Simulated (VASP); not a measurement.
# Mg (a cell with a defect) in VASP: notebook

The runs below take Mg (a cell with a defect) through single point, with PBEsol.

All numbers are computed with VASP 6.6.1; they aren't measurements. Logs are shortened: lines on timing, memory, paths and dates and some standing lists are left out, and cuts for length are marked.

### 1 The cell of the first run

The cell holds a defect, 7 atoms: a = 5.115 Å, b = 5.115 Å, c = 5.115 Å, α = 109.47°, β = 109.47°, γ = 109.47°.

### 2 Single point, PBEsol

Contents of INCAR:

```
SYSTEM = Mg
ALGO = Normal
EDIFF = 1E-6
ENCUT = 520
GGA = PS
GGA_COMPAT = .False.
ISIF = 2
ISMEAR = 0
LASPH = .True.
LCHARG = .True.
LELF = .True.
LREAL = .False.
LVHAR = .True.
LWAVE = .False.
NBANDS = 16
NELM = 120
PREC = Accurate
SIGMA = 0.05
```

Contents of KPOINTS:

```
k-points
0
Gamma
  3 3 3
  0 0 0
```

Contents of POSCAR:

```
Mg
1.0
   -2.9530000000      2.9530000000      2.9530000000
    2.9530000000     -2.9530000000      2.9530000000
    2.9530000000      2.9530000000     -2.9530000000
Mg
7
Direct
    0.0000000000      0.0000000000      0.3071127667
    0.0000000000      0.4143850322     -0.0004910261
    0.0000000000      0.5199861158      0.5012438198
    0.4143850322      0.0000000000     -0.0004910261
    0.5199861158      0.0000000000      0.5012438198
    0.4800138842      0.4800138842     -0.0187422960
    0.5856149678      0.5856149678      0.5851239418
```

Potentials or basis: VASP PAW PBE potentials, release 64 (Mg).

Launch:

```sh
cat potpaw_PBE.64/Mg/POTCAR > POTCAR
mpirun -np 1 vasp_std > vasp.out
```

OUTCAR:

```text
SYSTEM = Mg
   EDIFF = 1E-6
   ENCUT = 520
   GGA = PS
   ISIF = 2
   ISMEAR = 0
   LASPH = .True.
   LREAL = .False.
   NELM = 120
   PREC = Accurate

 ion  position               nearest neighbor table
   1  0.000  0.000  0.307-   5 2.51   3 2.51   6 2.51   7 2.88   4 2.88   2 2.88   5 2.94   3 2.94
                             6 2.94   7 3.03   4 3.03   2 3.03   4 3.47   2 3.47   7 3.47
   2  0.000  0.414  1.000-   5 2.40   6 2.40   3 2.44   6 2.77   5 2.77   3 2.78   1 2.88   1 3.03
                             7 3.04   4 3.04   4 3.04   7 3.04   7 3.46   4 3.46   1 3.47
   3  0.000  0.520  0.501-   4 2.40   7 2.40   2 2.44   1 2.51   7 2.77   4 2.77   2 2.78   1 2.94
                             5 2.96   5 2.96   6 2.96   6 2.96
   4  0.414  0.000  1.000-   3 2.40   6 2.40   5 2.44   6 2.77   3 2.77   5 2.78   1 2.88   1 3.03
                             7 3.04   2 3.04   2 3.04   7 3.04   7 3.46   2 3.46   1 3.47
   5  0.520  0.000  0.501-   2 2.40   7 2.40   4 2.44   1 2.51   7 2.77   2 2.77   4 2.78   1 2.94
                             6 2.96   3 2.96   3 2.96   6 2.96
   6  0.480  0.480  0.981-   2 2.40   4 2.40   7 2.44   1 2.51   4 2.77   2 2.77   7 2.78   1 2.94
                             5 2.96   5 2.96   3 2.96   3 2.96
   7  0.586  0.586  0.585-   3 2.40   5 2.40   6 2.44   5 2.77   3 2.77   6 2.78   1 2.88   1 3.03
                             2 3.04   4 3.04   2 3.04   4 3.04   4 3.46   2 3.46   1 3.47

  LATTYP: Found a body centered cubic cell.
 ALAT       =     5.9060000000

  Lattice vectors:

 A1 = (  -2.9530000000,   2.9530000000,   2.9530000000)
 A2 = (   2.9530000000,  -2.9530000000,   2.9530000000)
 A3 = (   2.9530000000,   2.9530000000,  -2.9530000000)

Analysis of symmetry for initial positions (statically):
=====================================================================
 Subroutine PRICEL returns:
 Original cell was already a primitive cell.

 Routine SETGRP: Setting up the symmetry group for a
 body centered cubic supercell.

 Subroutine GETGRP returns: Found  6 space group operations
 (whereof  6 operations were pure point group operations)
 out of a pool of 48 trial point group operations.

The static configuration has the point symmetry C_3v.

Analysis of symmetry for dynamics (positions and initial velocities):
=====================================================================
 Subroutine PRICEL returns:
 Original cell was already a primitive cell.

 Routine SETGRP: Setting up the symmetry group for a
 body centered cubic supercell.

 Subroutine GETGRP returns: Found  6 space group operations
 (whereof  6 operations were pure point group operations)
 out of a pool of 48 trial point group operations.

The dynamic configuration has the point symmetry C_3v.

 Subroutine INISYM returns: Found  6 space group operations
 (whereof  6 operations are pure point group operations),
 and found     1 'primitive' translations

----------------------------------------------------------------------------------------

                                     Primitive cell

  volume of cell :     103.0031

  direct lattice vectors                    reciprocal lattice vectors
    -2.953000000  2.953000000  2.953000000     0.000000000  0.169319336  0.169319336
     2.953000000 -2.953000000  2.953000000     0.169319336  0.000000000  0.169319336
     2.953000000  2.953000000 -2.953000000     0.169319336  0.169319336  0.000000000

  length of vectors
     5.114746035  5.114746035  5.114746035     0.239453702  0.239453702  0.239453702

  position of ions in fractional coordinates (direct lattice)
     0.000000000  0.000000000  0.307112767
     0.000000000  0.414385032  0.999508974
     0.000000000  0.519986116  0.501243820
     0.414385032  0.000000000  0.999508974
     0.519986116  0.000000000  0.501243820
     0.480013884  0.480013884  0.981257704
     0.585614968  0.585614968  0.585123942

  ion indices of the primitive-cell ions
   primitive index   ion index
                 1           1
                 2           2
                 3           3
                 4           4
                 5           5
                 6           6
                 7           7

----------------------------------------------------------------------------------------

 KPOINTS: k-points

Automatic generation of k-mesh.
 Grid dimensions read from file:
 generate k-points for:    3    3    3

 Generating k-lattice:

  Cartesian coordinates                     Fractional coordinates (reciprocal lattice)
     0.000000000  0.056439779  0.056439779     0.333333333  0.000000000  0.000000000
     0.056439779  0.000000000  0.056439779     0.000000000  0.333333333  0.000000000
     0.056439779  0.056439779  0.000000000     0.000000000  0.000000000  0.333333333

  Length of vectors
     0.079817901  0.079817901  0.079817901

  Shift w.r.t. Gamma in fractional coordinates (k-lattice)
     0.000000000  0.000000000  0.000000000

 Subroutine IBZKPT returns following result:
 ===========================================

 Found      6 irreducible k-points:

 Following reciprocal coordinates:
            Coordinates               Weight
  0.000000  0.000000  0.000000      1.000000
  0.333333  0.000000  0.000000      6.000000
  0.000000  0.000000  0.333333      6.000000
  0.333333  0.333333  0.000000      2.000000
  0.000000  0.333333  0.333333      6.000000
 -0.333333  0.333333  0.333333      6.000000
   k-points           NKPTS =      6   k-points in BZ     NKDIM =      6   number of bands    NBANDS=     16
   number of dos      NEDOS =    301   number of ions     NIONS =      7
   total plane-waves  NPLWV =  64000
   dimension x,y,z NGX =    40 NGY =   40 NGZ =   40
   dimension x,y,z NGXF=    80 NGYF=   80 NGZF=   80
   ions per type =               7
   NGX,Y,Z   is equivalent  to a cutoff of  13.00, 13.00, 13.00 a.u.
   NGXF,Y,Z  is equivalent  to a cutoff of  26.00, 26.00, 26.00 a.u.
 SYSTEM =  Mg
   PREC   = accura    normal or accurate (medium, high low for compatibility)
   ISTART =      0    job   : 0-new  1-cont  2-samecut
   ICHARG =      2    charge: 1-file 2-atom 10-const
   ISPIN  =      1    spin polarized calculation?
   LNONCOLLINEAR =      F non collinear calculations
   LSORBIT =      F    spin-orbit coupling
   LASPH  =      T    aspherical Exc in radial PAW
   ENCUT  =  520.0 eV  38.22 Ry    6.18 a.u.   9.51  9.51  9.51*2*pi/ulx,y,z
   NELM   =    120;   NELMIN=  2; NELMDL= -5     # of ELM steps
   EDIFF  = 0.1E-05   stopping-criterion for ELM
   LREAL  =      F    real-space projection
   EDIFFG = 0.1E-04   stopping-criterion for IOM
   NSW    =      0    number of steps for IOM
   IBRION =     -1    ionic relax: 0-MD 1-quasi-New 2-CG
   NFREE  =      0    steps in history (QN), initial steepest desc. (CG)
   ISIF   =      2    stress and relaxation
   ISYM   =      2    0-nonsym 1-usesym 2-fastsym
   POTIM  = 0.5000    time-step for ionic-motion
   TEBEG  =    0.0;   TEEND  =   0.0 temperature during run
   PSTRESS=    0.0 pullay stress
   NELECT =      14.0000    total number of electrons
   NUPDOWN=      -1.0000    fix difference up-down
   EMIN   =  10.00;   EMAX   =-10.00  energy-range for DOS
   EFERMI =   0.00;   METHOD = LEGACY
   ISMEAR =     0;   SIGMA  =   0.05  broadening in eV -4-tet -1-fermi 0-gaus
   EFERMI_NEDOS =   21; number of points for ismear=-14 and -15
   IALGO  =     38    algorithm
   IMIX   =      4    mixing-type and parameters
     AMIX     =   0.40;   BMIX     =  1.00
     AMIX_MAG =   1.60;   BMIX_MAG =  1.00
  volume/ion in A,a.u.               =      14.71        99.30
  Fermi-wavevector in a.u.,A,eV,Ry     =   0.841720  1.590619  9.639615  0.708492
  Thomas-Fermi vector in A             =   1.956310
   LORBIT       =      0    0 simple, 1 ext, 2 COOP (PROOUT), +10 PAW based schemes
   GGA     = PS    functional components
   LHFCALC =     F    Hartree Fock is set to
   AEXX    =    0.0000 exact exchange contribution
   IVDW    =     0    specifies the selected vdW correction
   LEPSILON=     F    determine dielectric tensor
   LRPA    =     F    only Hartree local field effects (RPA)
 non-spin polarized calculation
 Gauss-broadening in eV      SIGMA  =   0.05
  energy-cutoff  :      520.00
  volume of cell :      103.00
 maximum number of plane-waves:      2782
 NGX is ok and might be reduce to    40
   NGX = 19   NGY = 19   NGZ = 19

 number of electron      14.0000000 magnetization

 Free energy of the ion-electron system (eV)
  ---------------------------------------------------
  ext. energy  EPLUGINS =         0.00000000
  ---------------------------------------------------
  free energy    TOTEN  =        -4.94324562 eV

  energy without entropy =       -4.94269766  energy(sigma->0) =       -4.94297164

 E-fermi :   5.5226     XC(G=0): -10.0422

 val. band max:        5.4615147757   @ k =   0.0000   0.0000   0.0000
 cond. band min:       5.6093736613   @ k =  -0.3333   0.3333   0.3333
 fundamental gap:      0.1478588856
 Fermi energy:         5.5226188563

 k-point     1 :       0.0000    0.0000    0.0000
  band No.  band energies     occupation
      1      -3.6976      2.00000
      2       3.3948      2.00000
      3       3.6349      2.00000
      4       3.6349      2.00000
      5       4.0138      2.00000
      6       4.0138      2.00000
      7       4.6206      2.00000
      8       5.0504      2.00000
      9       5.0504      2.00000
     10       5.1755      2.00000
     11       5.3985      1.99955
     12       5.3985      1.99955
     13       5.4615      1.91606
     14      10.7616      0.00000
     15      10.7616      0.00000
     16      12.3503      0.00000

 k-point     2 :       0.3333    0.0000    0.0000
  band No.  band energies     occupation
      1      -2.7495      2.00000
      2       0.0440      2.00000
      3       2.4548      2.00000
      4       2.5872      2.00000
      5       2.8053      2.00000
      6       2.9881      2.00000
      7       4.8584      2.00000
      8       5.9065      0.00000
      9       7.2465      0.00000
     10       7.5132      0.00000
     11       7.9841      0.00000
     12       8.0813      0.00000
     13       8.2162      0.00000
     14       8.8362      0.00000
     15      10.5736      0.00000
     16      12.7689      0.00000

 k-point     3 :       0.0000    0.0000    0.3333
  band No.  band energies     occupation
      1      -2.7432      2.00000
      2       0.0318      2.00000
      3       2.3155      2.00000
      4       2.6061      2.00000
      5       2.8392      2.00000
      6       3.1183      2.00000
      7       4.8079      2.00000
      8       6.0191      0.00000
      9       7.1559      0.00000
     10       7.6525      0.00000
     11       7.7369      0.00000
     12       8.0080      0.00000
     13       8.0460      0.00000
     14       9.2073      0.00000
     15      10.5713      0.00000
     16      12.8044      0.00000

 k-point     4 :       0.3333    0.3333    0.0000
  band No.  band energies     occupation
      1      -1.0659      2.00000
      2      -1.0659      2.00000
      3      -0.4319      2.00000
      4       1.8373      2.00000
      5       4.1515      2.00000
      6       4.1515      2.00000
      7       5.0078      2.00000
      8       6.3985      0.00000
      9       6.3985      0.00000
     10       8.2225      0.00000
     11       8.9119      0.00000
     12       9.2187      0.00000
     13       9.2187      0.00000
     14      10.5280      0.00000
     15      10.5280      0.00000
     16      10.7528      0.00000

 k-point     5 :       0.0000    0.3333    0.3333
  band No.  band energies     occupation
      1      -1.0650      2.00000
      2      -0.9440      2.00000
      3      -0.5961      2.00000
      4       1.8824      2.00000
      5       4.1297      2.00000
      6       4.2885      2.00000
      7       4.8118      2.00000
      8       6.4213      0.00000
      9       6.4709      0.00000
     10       8.5198      0.00000
     11       8.6159      0.00000
     12       8.8571      0.00000
     13       9.5384      0.00000
     14      10.6393      0.00000
     15      10.7110      0.00000
     16      10.7605      0.00000

 k-point     6 :      -0.3333    0.3333    0.3333
  band No.  band energies     occupation
      1      -1.8135      2.00000
      2       0.6701      2.00000
      3       0.8280      2.00000
      4       1.0247      2.00000
      5       1.3191      2.00000
      6       3.6050      2.00000
      7       5.6094      0.01414
      8       5.6893      0.00000
      9       6.6490      0.00000
     10       6.8387      0.00000
     11      10.2581      0.00000
     12      10.4113      0.00000
     13      10.9643      0.00000
     14      11.2329      0.00000
     15      11.2893      0.00000
     16      11.5430      0.00000

------------------------ aborting loop because EDIFF is reached ----------------------------------------

  FORCE on cell =-STRESS in cart. coord.  units (eV):
  Direction    XX          YY          ZZ          XY          YZ          ZX
  --------------------------------------------------------------------------------------
  -------------------------------------------------------------------------------------
  Total       27.1476724     27.1476724     27.1476724     -0.0383207      0.0383207      0.0383207
  in kB      422.2725495    422.2725495    422.2725495     -0.5960657      0.5960657      0.5960657
  external PRESSURE =     422.2725495 kB  Pullay stress =       0.0000000 kB

 VOLUME and BASIS-vectors are now :
 -----------------------------------------------------------------------------
  energy-cutoff  :      520.00
  volume of cell :      103.00
      direct lattice vectors                 reciprocal lattice vectors
    -2.953000000  2.953000000  2.953000000     0.000000000  0.169319336  0.169319336
     2.953000000 -2.953000000  2.953000000     0.169319336  0.000000000  0.169319336
     2.953000000  2.953000000 -2.953000000     0.169319336  0.169319336  0.000000000

 POSITION                                       TOTAL-FORCE (eV/Angst)
 -----------------------------------------------------------------------------------
      0.90690      0.90690     -0.90690         0.009446      0.009446     -0.009446
      4.17523      1.72787     -1.72787        -0.033279      0.017609     -0.017609
      3.01569     -0.05535      0.05535        -0.006391     -0.002497      0.002497
      1.72787      4.17523     -1.72787         0.017609     -0.033279     -0.017609
     -0.05535      3.01569      0.05535        -0.002497     -0.006391      0.002497
      2.89765      2.89765     -0.06269        -0.002497     -0.002497      0.006391
      1.72787      1.72787      1.73077         0.017609      0.017609      0.033279
 -----------------------------------------------------------------------------------
    total drift:                                0.000015      0.000015     -0.000015

  FREE ENERGIE OF THE ION-ELECTRON SYSTEM (eV)
  ---------------------------------------------------
  free  energy   TOTEN  =        -4.9432456202 eV

  energy  without entropy=       -4.9426976592  energy(sigma->0) =       -4.94297164
```

Wall time 14 s (1 thread of AMD EPYC 7R13 (Zen 3), shared host); peak memory 0.19 GiB.

What came out:

* Free energy: -4.9432 eV
* Pressure: 42.2 GPa
* Largest force: 0.042 eV/Å
* Band gap on the k mesh: zero (bands 7 and 8 overlap by 0.56 eV)

Forces in eV/Å, atoms in the order of the input:
```
Mg   0.009  0.009 -0.009
Mg  -0.033  0.018 -0.018
Mg  -0.006 -0.002  0.002
Mg   0.018 -0.033 -0.018
Mg  -0.002 -0.006  0.002
Mg  -0.002 -0.002  0.006
Mg   0.018  0.018  0.033
```

Stress tensor (GPa, compression positive):
```
42.23 -0.06  0.06
-0.06 42.23  0.06
 0.06  0.06 42.23
```

Levels at points of the mesh, in eV from the Fermi level:
| k point | band 5 | band 6 | band 7 | band 8 | band 9 | band 10 |
| --- | --- | --- | --- | --- | --- | --- |
| (0.00, 0.00, 0.00) | -1.51 | -1.51 | -0.90 | -0.47 | -0.47 | -0.35 |

Caveat: the k points lie up to 0.50 Å⁻¹ apart, too coarse for converged energies and pressures of a metal; the PAW data sets were made with another functional, which shifts forces and pressure a little.

### 3 Single point, PBEsol

Contents of INCAR:

```
PREC = Accurate
ENCUT = 520
EDIFF = 1E-6
ISMEAR = 0
SIGMA = 0.05
LREAL = F
LASPH = T
NELM = 120
ALGO = Normal
ISIF = 2
LWAVE = F
LCHARG = F
GGA = PS
NBANDS = 16
GGA_COMPAT = F
```

Contents of KPOINTS:

```
Automatic mesh
0
Gamma
  3 3 3
```

Contents of POSCAR:

```
Mg
1.0
   -2.9530000000      2.9530000000      2.9530000000
    2.9530000000     -2.9530000000      2.9530000000
    2.9530000000      2.9530000000     -2.9530000000
Mg
7
Direct
    0.0000000000      0.0000000000      0.1931933627
    0.0000000000      0.4803696241     -0.0010878767
    0.0000000000      0.5864644429      0.5006347782
    0.4803696241      0.0000000000     -0.0010878767
    0.5864644429      0.0000000000      0.5006347782
    0.4135355571      0.4135355571     -0.0858296647
    0.5196303759      0.5196303759      0.5185424992
```

Potentials or basis: VASP PAW PBE potentials, release 64 (Mg).

Launch:

```sh
cat potpaw_PBE.64/Mg/POTCAR > POTCAR
mpirun -np 1 vasp_std > vasp.out
```

It took 12 s on 1 thread of AMD EPYC 7R13 (Zen 3), shared host; peak memory 0.19 GiB.

The run converged. Its results:

* Free energy: -4.9437 eV
* Pressure: 42.2 GPa
* Largest force: 0.038 eV/Å
* Band gap on the k mesh: zero (bands 7 and 8 overlap by 0.56 eV)

Forces in eV/Å, atoms in the order of the input:
```
Mg  -0.016 -0.016  0.016
Mg   0.006  0.003 -0.003
Mg   0.032 -0.014  0.014
Mg   0.003  0.006 -0.003
Mg  -0.014  0.032  0.014
Mg  -0.014 -0.014 -0.032
Mg   0.003  0.003 -0.006
```

Stress tensor (GPa, compression positive):
```
42.21 -0.05  0.05
-0.05 42.21  0.05
 0.05  0.05 42.21
```

Levels at points of the mesh, in eV from the Fermi level:
```tsv
k point	band 3	band 4	band 5	band 6	band 7	band 8	band 9	band 10	band 11	band 12
(0.00, 0.00, 0.00)	-1.88	-1.88	-1.51	-1.51	-0.90	-0.47	-0.47	-0.35	-0.12	-0.12
```

Caveat: the k points lie up to 0.50 Å⁻¹ apart, too coarse for converged energies and pressures of a metal; the PAW data sets were made with another functional, which shifts forces and pressure a little.
